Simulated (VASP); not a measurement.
A run of VASP 6.6.1:

The input INCAR:

```
SYSTEM = HfRh3
PREC = Accurate ; ENCUT = 600
EDIFF = 1E-6 ; ISMEAR = -1
SIGMA = 0.05 ; LREAL = .False.
LASPH = .True. ; NELM = 100
ALGO = Normal ; ISIF = 3
LWAVE = .False. ; LCHARG = .False.
GGA = CA ; IBRION = 2
NSW = 80 ; EDIFFG = -0.02
```

KPOINTS

```
Automatic mesh
0
Gamma
  5 5 5
  0 0 0
```

File POSCAR:

```
HfRh3
1.0
    3.8640039820      0.0000000000      0.0000000000
    0.0000000000      3.8640039820      0.0000000000
    0.0000000000      0.0000000000      3.8640039820
Hf Rh
1 3
Direct
    0.0000000000      0.0000000000      0.0000000000
    0.0000000000      0.5000000000      0.5000000000
    0.5000000000      0.0000000000      0.5000000000
    0.5000000000      0.5000000000      0.0000000000
```

Potentials or basis: VASP PAW LDA potentials, release 64 (Hf_pv, Rh_pv).

Launch:

```bash
$ cat potpaw_LDA.64/Hf_pv/POTCAR potpaw_LDA.64/Rh_pv/POTCAR > POTCAR
$ mpirun -np 1 vasp_std > vasp.out
```

Hardware: 1 thread of Intel(R) Xeon(R) 6975P-C (Granite Rapids), on a shared host.

Estimate the wall time of this run.

Run time: 18 s on 1 thread of Intel(R) Xeon(R) 6975P-C (Granite Rapids), with other jobs on the host, peak memory 0.17 GiB. Counts: scf iterations 27, k points 10, ion steps 3.
